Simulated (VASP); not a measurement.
A run of VASP 6.6.1 is set up as follows.

File INCAR:

```
  PREC = Accurate
  ENCUT = 520
  EDIFF = 1E-7
  ISMEAR = 0
  SIGMA = 0.1
  LREAL = False
  LASPH = True
  NELM = 60
  ALGO = Fast
  ISIF = 2
  LWAVE = False
  LCHARG = True
  GGA = PE
  LELF = True
  LVHAR = True
  NBANDS = 28
```

KPOINTS

```
regular mesh
0
Gamma
  12 12 12
```

File POSCAR:

```
Ru2Pb
1.0
    1.9435366738      1.1221014218      5.0752883365
   -1.9435366738      1.1221014218      5.0752883365
    0.0000000000     -2.2442028436      5.0752883365
Ru Pb
2 1
Direct
    0.8094220337      0.8094220337      0.8094220337
    0.1905779663      0.1905779663      0.1905779663
    0.0000000000      0.0000000000      0.0000000000
```

Potentials or basis: VASP PAW PBE potentials, release 64 (Ru_pv, Pb_d).

Command:

```bash
$ cat potpaw_PBE.64/Ru_pv/POTCAR potpaw_PBE.64/Pb_d/POTCAR > POTCAR
$ mpirun -np 1 vasp_std > vasp.out
```

Task: Predict the pressure.

Result: 0.1 GPa.

Task: What does it give for the largest force?

Result: 0.042 eV/Å.

Task: What does it give for the band gap on the k mesh?

Result: Zero (band 21 reaches 8.14 eV, above the bottom of band 22 at 7.84 eV).

Forces in eV/Å, atoms in the order of the input:
```
Ru   0.000  0.000 -0.042
Ru   0.000  0.000  0.042
Pb   0.000  0.000  0.000
```

Caveat: spin-orbit coupling is left out, which moves the levels of the heavy elements.
